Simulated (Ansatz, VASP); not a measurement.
Hg: VASP beside Ansatz

```
CELL_PARAMETERS angstrom
3.23924 0.00000 0.00000
-1.61962 2.80527 0.00000
0.00000 0.00000 4.88899
ATOMIC_POSITIONS crystal
Hg 0.66667 0.33333 0.75000
Hg 0.33333 0.66667 0.25000
```

Alike in both runs: task single point; functional PBEsol; dispersion D3(BJ); k mesh 18 × 18 × 10; occupations gaussian, width 0.15 eV; no spin polarisation.

|  | VASP | Ansatz |
| --- | --- | --- |
| version | VASP 6.6.1 | Ansatz 0.2.0 |
| potentials or method | VASP PAW PBE potentials, release 64 (Hg), cutoff 520 eV | scalar-relativistic, plane waves, PAW |
| valence electrons in the cell | 24 | 40 |

VASP gave:

| Quantity | Value |
| --- | --- |
| gap on the k mesh at the Fermi level (eV) | none |
| pressure (GPa) | -0.1 |
| traceless stress, the component that is largest in VASP (GPa) | 0.05 |

Q: Which values does Ansatz return?

A: gap on the k mesh at the Fermi level (eV): none; pressure (GPa): -0.6; traceless stress, the component that is largest in VASP (GPa): -0.05.

VASP's potentials were made for PBE, not for PBEsol. A gap of «none» marks a metal or a gap that the smearing closes. VASP's potentials hold 24 valence electrons a cell and Ansatz's 40, so a difference there can come from the potentials and not from the codes.

Spin-orbit coupling is off throughout.
